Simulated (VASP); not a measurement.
# LiBr (Fm-3m) in VASP: single point with PBEsol

Aim: the single point of LiBr with PBEsol.

All numbers are computed with VASP 6.6.1; they aren't measurements. Logs are shortened: lines on timing, memory, paths and dates and some standing lists are left out, and cuts for length are marked.

### Step 1. The cell of the first run

The structure is cubic, space group Fm-3m (No. 225). The conventional cell has a = 5.412 Å, b = 5.412 Å, c = 5.412 Å, α = 90.00°, β = 90.00°, γ = 90.00°. Within 3.6 Å of Li (site symmetry m-3m) lie 6 Br at 2.71 Å. Br (site symmetry m-3m) has 6 Li at 2.71 Å within 3.6 Å.

### Step 2. Single point, PBEsol

Input file INCAR:

```
SYSTEM = LiBr
PREC = Accurate
ENCUT = 750
EDIFF = 1E-6
ISMEAR = -1
SIGMA = 0.1
LREAL = .False.
LASPH = .True.
NELM = 120
ALGO = Normal
ISIF = 2
LWAVE = .False.
LCHARG = .False.
GGA = PS
NBANDS = 12
GGA_COMPAT = .False.
```

Input file KPOINTS:

```
regular mesh
0
Gamma
  10 10 10
  0 0 0
```

Input file POSCAR:

```
LiBr
1.0
    0.0000000000      2.7061299904      2.7061299904
    2.7061299904      0.0000000000      2.7061299904
    2.7061299904      2.7061299904      0.0000000000
Li Br
1 1
Direct
    0.0000000000      0.0000000000      0.0000000000
    0.5000000000      0.5000000000      0.5000000000
```

Potentials or basis: VASP PAW PBE potentials, release 64 (Li_sv, Br).

Run with:

```console
cat potpaw_PBE.64/Li_sv/POTCAR potpaw_PBE.64/Br/POTCAR > POTCAR
mpirun -np 1 vasp_std > vasp.out
```

OUTCAR:

```text
SYSTEM = LiBr
   PREC = Accurate
   ENCUT = 750
   EDIFF = 1E-6
   ISMEAR = -1
   LREAL = .False.
   LASPH = .True.
   NELM = 120
   ISIF = 2
   GGA = PS

 ion  position               nearest neighbor table
   1  0.000  0.000  0.000-
   2  0.500  0.500  0.500-

  LATTYP: Found a face centered cubic cell.
 ALAT       =     5.4122599808

  Lattice vectors:

 A1 = (   0.0000000000,   2.7061299904,   2.7061299904)
 A2 = (   2.7061299904,   0.0000000000,   2.7061299904)
 A3 = (   2.7061299904,   2.7061299904,   0.0000000000)

Analysis of symmetry for initial positions (statically):
=====================================================================
 Subroutine PRICEL returns:
 Original cell was already a primitive cell.

 Routine SETGRP: Setting up the symmetry group for a
 face centered cubic supercell.

 Subroutine GETGRP returns: Found 48 space group operations
 (whereof 48 operations were pure point group operations)
 out of a pool of 48 trial point group operations.

The static configuration has the point symmetry O_h .

Analysis of symmetry for dynamics (positions and initial velocities):
=====================================================================
 Subroutine PRICEL returns:
 Original cell was already a primitive cell.

 Routine SETGRP: Setting up the symmetry group for a
 face centered cubic supercell.

 Subroutine GETGRP returns: Found 48 space group operations
 (whereof 48 operations were pure point group operations)
 out of a pool of 48 trial point group operations.

The dynamic configuration has the point symmetry O_h .

 Subroutine INISYM returns: Found 48 space group operations
 (whereof 48 operations are pure point group operations),
 and found     1 'primitive' translations

----------------------------------------------------------------------------------------

                                     Primitive cell

  volume of cell :      39.6347

  direct lattice vectors                    reciprocal lattice vectors
     0.000000000  2.706129990  2.706129990    -0.184765699  0.184765699  0.184765699
     2.706129990  0.000000000  2.706129990     0.184765699 -0.184765699  0.184765699
     2.706129990  2.706129990  0.000000000     0.184765699  0.184765699 -0.184765699

  length of vectors
     3.827045734  3.827045734  3.827045734     0.320023579  0.320023579  0.320023579

  position of ions in fractional coordinates (direct lattice)
     0.000000000  0.000000000  0.000000000
     0.500000000  0.500000000  0.500000000

  ion indices of the primitive-cell ions
   primitive index   ion index
                 1           1
                 2           2

----------------------------------------------------------------------------------------

 KPOINTS: regular mesh

Automatic generation of k-mesh.
 Grid dimensions read from file:
 generate k-points for:   10   10   10

 Generating k-lattice:

  Cartesian coordinates                     Fractional coordinates (reciprocal lattice)
    -0.018476570  0.018476570  0.018476570     0.100000000  0.000000000  0.000000000
     0.018476570 -0.018476570  0.018476570     0.000000000  0.100000000  0.000000000
     0.018476570  0.018476570 -0.018476570     0.000000000  0.000000000  0.100000000

  Length of vectors
     0.032002358  0.032002358  0.032002358

  Shift w.r.t. Gamma in fractional coordinates (k-lattice)
     0.000000000  0.000000000  0.000000000

 Subroutine IBZKPT returns following result:
 ===========================================

 Found     47 irreducible k-points:

 Following reciprocal coordinates:
            Coordinates               Weight
  0.000000  0.000000  0.000000      1.000000
  0.100000  0.000000  0.000000      8.000000
  0.200000  0.000000  0.000000      8.000000
  0.300000  0.000000  0.000000      8.000000
  0.400000  0.000000  0.000000      8.000000
  0.500000  0.000000  0.000000      4.000000
[... 16 lines left out ...]
  0.300000  0.300000  0.000000      6.000000
  0.400000  0.300000  0.000000     24.000000
 [... further k-points ...]
   k-points           NKPTS =     47   k-points in BZ     NKDIM =     47   number of bands    NBANDS=     12
   number of dos      NEDOS =    301   number of ions     NIONS =      2
   total plane-waves  NPLWV =  46656
   dimension x,y,z NGX =    36 NGY =   36 NGZ =   36
   dimension x,y,z NGXF=    72 NGYF=   72 NGZF=   72
   ions per type =               1   1
   NGX,Y,Z   is equivalent  to a cutoff of  15.64, 15.64, 15.64 a.u.
   NGXF,Y,Z  is equivalent  to a cutoff of  31.28, 31.28, 31.28 a.u.
 SYSTEM =  LiBr
   PREC   = accura    normal or accurate (medium, high low for compatibility)
   ISTART =      0    job   : 0-new  1-cont  2-samecut
   ICHARG =      2    charge: 1-file 2-atom 10-const
   ISPIN  =      1    spin polarized calculation?
   LNONCOLLINEAR =      F non collinear calculations
   LSORBIT =      F    spin-orbit coupling
   LASPH  =      T    aspherical Exc in radial PAW
   ENCUT  =  750.0 eV  55.12 Ry    7.42 a.u.   8.55  8.55  8.55*2*pi/ulx,y,z
   NELM   =    120;   NELMIN=  2; NELMDL= -5     # of ELM steps
   EDIFF  = 0.1E-05   stopping-criterion for ELM
   LREAL  =      F    real-space projection
   EDIFFG = 0.1E-04   stopping-criterion for IOM
   NSW    =      0    number of steps for IOM
   IBRION =     -1    ionic relax: 0-MD 1-quasi-New 2-CG
   NFREE  =      0    steps in history (QN), initial steepest desc. (CG)
   ISIF   =      2    stress and relaxation
   ISYM   =      2    0-nonsym 1-usesym 2-fastsym
   POTIM  = 0.5000    time-step for ionic-motion
   TEBEG  =    0.0;   TEEND  =   0.0 temperature during run
   PSTRESS=    0.0 pullay stress
   NELECT =      10.0000    total number of electrons
   NUPDOWN=      -1.0000    fix difference up-down
   EMIN   =  10.00;   EMAX   =-10.00  energy-range for DOS
   EFERMI =   0.00;   METHOD = LEGACY
   ISMEAR =    -1;   SIGMA  =   0.10  broadening in eV -4-tet -1-fermi 0-gaus
   EFERMI_NEDOS =   21; number of points for ismear=-14 and -15
   IALGO  =     38    algorithm
   IMIX   =      4    mixing-type and parameters
     AMIX     =   0.40;   BMIX     =  1.00
     AMIX_MAG =   1.60;   BMIX_MAG =  1.00
  volume/ion in A,a.u.               =      19.82       133.73
  Fermi-wavevector in a.u.,A,eV,Ry     =   1.034466  1.954857 14.559862  1.070120
  Thomas-Fermi vector in A             =   2.168762
   LORBIT       =      0    0 simple, 1 ext, 2 COOP (PROOUT), +10 PAW based schemes
   GGA     = PS    functional components
   LHFCALC =     F    Hartree Fock is set to
   AEXX    =    0.0000 exact exchange contribution
   IVDW    =     0    specifies the selected vdW correction
   LEPSILON=     F    determine dielectric tensor
   LRPA    =     F    only Hartree local field effects (RPA)
 non-spin polarized calculation
  energy-cutoff  :      750.00
  volume of cell :       39.63
 maximum number of plane-waves:      1868
 NGX is ok and might be reduce to    36
   NGX = 17   NGY = 17   NGZ = 17

 number of electron      10.0000001 magnetization

 Free energy of the ion-electron system (eV)
  ---------------------------------------------------
  ext. energy  EPLUGINS =         0.00000000
  ---------------------------------------------------
  free energy    TOTEN  =        -6.93527502 eV

  energy without entropy =       -6.93527502  energy(sigma->0) =       -6.93527502

 E-fermi :   2.8683     XC(G=0):  -8.7907

 val. band max:        0.5900638434   @ k =  -0.1000   0.1000   0.0000
 cond. band min:       5.5697113632   @ k =   0.0000   0.0000   0.0000
 fundamental gap:      4.9796475198
 Fermi energy:         2.8682718363

 k-point     1 :       0.0000    0.0000    0.0000
  band No.  band energies     occupation
      1     -43.0180      2.00000
      2     -13.0465      2.00000
      3       0.5856      2.00000
      4       0.5856      2.00000
      5       0.5856      2.00000
      6       5.5697      0.00000
      7      11.0090      0.00000
      8      11.0090      0.00000
      9      11.0090      0.00000
     10      12.9634      0.00000
     11      12.9634      0.00000
     12      12.9634      0.00000

 k-point     2 :       0.1000    0.0000    0.0000
  band No.  band energies     occupation
      1     -43.0178      2.00000
      2     -13.0000      2.00000
      3       0.1510      2.00000
      4       0.5546      2.00000
      5       0.5546      2.00000
      6       5.9519      0.00000
      7      10.4374      0.00000
      8      10.9983      0.00000
      9      10.9983      0.00000
     10      12.0820      0.00000
     11      12.0820      0.00000
     12      13.2333      0.00000

 k-point     3 :       0.2000    0.0000    0.0000
  band No.  band energies     occupation
      1     -43.0175      2.00000
      2     -12.8739      2.00000
      3      -0.7671      2.00000
      4       0.4769      2.00000
      5       0.4769      2.00000
      6       6.4831      0.00000
      7      10.1204      0.00000
      8      10.2097      0.00000
      9      10.2097      0.00000
     10      12.4233      0.00000
     11      12.4233      0.00000
     12      13.5265      0.00000

 k-point     4 :       0.3000    0.0000    0.0000
  band No.  band energies     occupation
      1     -43.0170      2.00000
      2     -12.7081      2.00000
      3      -1.6799      2.00000
      4       0.3874      2.00000
      5       0.3874      2.00000
      6       6.4443      0.00000
      7       9.3503      0.00000
      8       9.3503      0.00000
      9      10.9052      0.00000
     10      13.6156      0.00000
     11      13.6156      0.00000
     12      13.8483      0.00000

 k-point     5 :       0.4000    0.0000    0.0000
  band No.  band energies     occupation
      1     -43.0166      2.00000
      2     -12.5646      2.00000
      3      -2.3239      2.00000
      4       0.3199      2.00000
      5       0.3199      2.00000
      6       6.1817      0.00000
      7       8.8031      0.00000
      8       8.8031      0.00000
      9      12.1390      0.00000
     10      14.2560      0.00000
     11      15.2170      0.00000
     12      15.2170      0.00000
[... 228 lines left out ...]
      1     -43.0165      2.00000
      2     -12.5065      2.00000
      3      -1.9479      2.00000
      4      -0.8596      2.00000
      5       0.2665      2.00000
      6       7.3252      0.00000
      7       9.2488      0.00000
      8       9.3173      0.00000
      9      10.6734      0.00000
     10      13.5819      0.00000
     11      15.1953      0.00000
     12      16.2129      0.00000

 k-point    22 :      -0.2000    0.2000    0.0000
  band No.  band energies     occupation
      1     -43.0168      2.00000
      2     -12.6469      2.00000
      3      -1.5015      2.00000
      4      -0.5435      2.00000
      5       0.4513      2.00000
      6       7.3734      0.00000
      7       9.3406      0.00000
      8       9.4913      0.00000
      9      10.0209      0.00000
     10      12.5283      0.00000
     11      14.6217      0.00000
     12      16.0156      0.00000

 k-point    23 :       0.3000    0.3000    0.0000
  band No.  band energies     occupation
      1     -43.0167      2.00000
      2     -12.5795      2.00000
      3      -1.6099      2.00000
      4      -0.2855      2.00000
      5      -0.2855      2.00000
      6       7.6024      0.00000
      7       8.2006      0.00000
      8       9.6565      0.00000
      9      12.0736      0.00000
     10      12.0736      0.00000
     11      15.2938      0.00000
     12      17.1963      0.00000

 k-point    24 :       0.4000    0.3000    0.0000
  band No.  band energies     occupation
      1     -43.0164      2.00000
      2     -12.4583      2.00000
      3      -2.0136      2.00000
      4      -0.5500      2.00000
      5      -0.3999      2.00000
      6       7.3618      0.00000
      7       8.1444      0.00000
      8      10.2349      0.00000
      9      11.8771      0.00000
     10      12.7977      0.00000
     11      16.3605      0.00000
     12      17.9929      0.00000

 [... further k-points ...]

------------------------ aborting loop because EDIFF is reached ----------------------------------------

  FORCE on cell =-STRESS in cart. coord.  units (eV):
  Direction    XX          YY          ZZ          XY          YZ          ZX
  --------------------------------------------------------------------------------------
  -------------------------------------------------------------------------------------
  Total       -0.0103867     -0.0103867     -0.0103867      0.0000000      0.0000000     -0.0000000
  in kB       -0.4198681     -0.4198681     -0.4198681      0.0000000      0.0000000     -0.0000000
  external PRESSURE =      -0.4198681 kB  Pullay stress =       0.0000000 kB

 VOLUME and BASIS-vectors are now :
 -----------------------------------------------------------------------------
  energy-cutoff  :      750.00
  volume of cell :       39.63
      direct lattice vectors                 reciprocal lattice vectors
     0.000000000  2.706129990  2.706129990    -0.184765699  0.184765699  0.184765699
     2.706129990  0.000000000  2.706129990     0.184765699 -0.184765699  0.184765699
     2.706129990  2.706129990  0.000000000     0.184765699  0.184765699 -0.184765699

 POSITION                                       TOTAL-FORCE (eV/Angst)
 -----------------------------------------------------------------------------------
      0.00000      0.00000      0.00000         0.000000     -0.000000      0.000000
      2.70613      2.70613      2.70613        -0.000000      0.000000     -0.000000
 -----------------------------------------------------------------------------------
    total drift:                                0.000000      0.000000      0.000000

  FREE ENERGIE OF THE ION-ELECTRON SYSTEM (eV)
  ---------------------------------------------------
  free  energy   TOTEN  =        -6.9352750228 eV

  energy  without entropy=       -6.9352750228  energy(sigma->0) =       -6.93527502
```

Run time: 33 s. Hardware: 1 thread of Intel Xeon 8259CL, shared host; peak memory 0.22 GiB.

Results:

```
Free energy            : -6.9353 eV
Pressure               : 0.0 GPa
Band gap on the k mesh : 4.98 eV
```

Caveat: the PAW data sets were made with another functional, which shifts forces and pressure a little. A k mesh can miss the band edges.
